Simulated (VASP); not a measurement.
Na: vibrations by perturbation theory with LDA

Na:

```xyz
2
Lattice="0.0000 -3.6205 0.0000 -3.6205 0.0000 0.0000 0.0000 0.0000 -5.0842" Properties=species:S:1:pos:R:3 pbc="T T T"
Na   -1.8103   -1.8103   -2.5421
Na    0.0000    0.0000    0.0000
```

* Program: VASP 6.6.1
* Task: vibrations by perturbation theory
* Functional: LDA
* Potentials or basis: VASP PAW LDA potentials, release 64 (Na_pv)
* Cutoff: 520 eV
* k mesh: 12 × 12 × 10
* Occupations: gaussian, width 0.15 eV
* Spin: no spin polarisation
* Dipole correction: no
* Further INCAR settings: ALGO = Fast; EDIFF = 1e-08; IBRION = 8; NSW = 1

```
Highest phonon frequency at Γ : 137 cm⁻¹
```

Phonon frequencies in cm⁻¹ (negative: imaginary):
```tsv
q point	frequencies
(0.000, 0.000, 0.000)	0 0 0 102 102 137
```

It took 3.4 min on 1 thread of Intel(R) Xeon(R) 6975P-C (Granite Rapids), on a shared host, peak memory 0.48 GiB.
